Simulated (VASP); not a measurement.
Crystal: MoS2.

```
CELL_PARAMETERS angstrom
6.38318 0.00000 0.00000
5.59554 3.07162 0.00000
5.59554 1.43483 2.71591
ATOMIC_POSITIONS crystal
Mo 0.00000 0.00000 0.00000
S 0.75000 0.75000 0.75000
S 0.25000 0.25000 0.25000
```

Base run:

| Property | Result |
| --- | --- |
| Program | VASP 6.6.1 |
| Functional | PBEsol |
| Potentials or basis | VASP PAW PBE potentials, release 64 (Mo_sv, S) |
| Cutoff | 520 eV |
| k mesh | 12 × 12 × 12 |
| Occupations | fermi-dirac, width 0.1 eV |
| Spin | no spin polarisation |

Its results: band gap on the k mesh zero (bands 13 and 14 overlap by 0.75 eV); pressure 3.0 GPa; largest force 0.766 eV/Å.

Question: The run is repeated on the same cell with these changes: functional from PBEsol to BLYP; further incar settings from ALGO = Normal; EDIFF = 1e-06; NBANDS = 20 to ALGO = Normal; EDIFF = 1e-07; NBANDS = 20. What comes out?

Answer: Band gap on the k mesh zero (bands 13 and 14 overlap by 0.81 eV); pressure 15.7 GPa; largest force 1.367 eV/Å.

Caveats: the PAW data sets were made with another functional, which shifts forces and pressure a little; the cell stands under pressure (at least some runs).
